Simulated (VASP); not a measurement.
Si, 8 atoms in the cell. The typed cell holds 8 atoms: a = 5.431 Å, b = 5.431 Å, c = 5.431 Å, α = 90.00°, β = 90.00°, γ = 90.00°. 

- Program: VASP 6.6.1
- Task: single point
- Functional: PBE
- Potentials or basis: VASP PAW PBE potentials, release 64 (Si)
- Cutoff: 500 eV
- k mesh: 1 × 1 × 1
- Occupations: gaussian, width 0.01 eV
- Spin: no spin polarisation
- Dipole correction: no
- Further INCAR settings: ALGO = Normal; EDIFF = 1e-06; NBANDS = 26

Potentials or basis: VASP PAW PBE potentials, release 64 (Si).

Command:

```bash
$ cat potpaw_PBE.64/Si/POTCAR > POTCAR
$ mpirun -np 1 vasp_gam > vasp.out
```

Hardware: 1 thread of AMD EPYC 7R13, on a shared host.

Problem. How long does it take, and how much memory?

Solution. It took 12 s on 1 thread of AMD EPYC 7R13 (shared host), peak memory 0.18 GiB. Counts: scf iterations 14, k points 1.
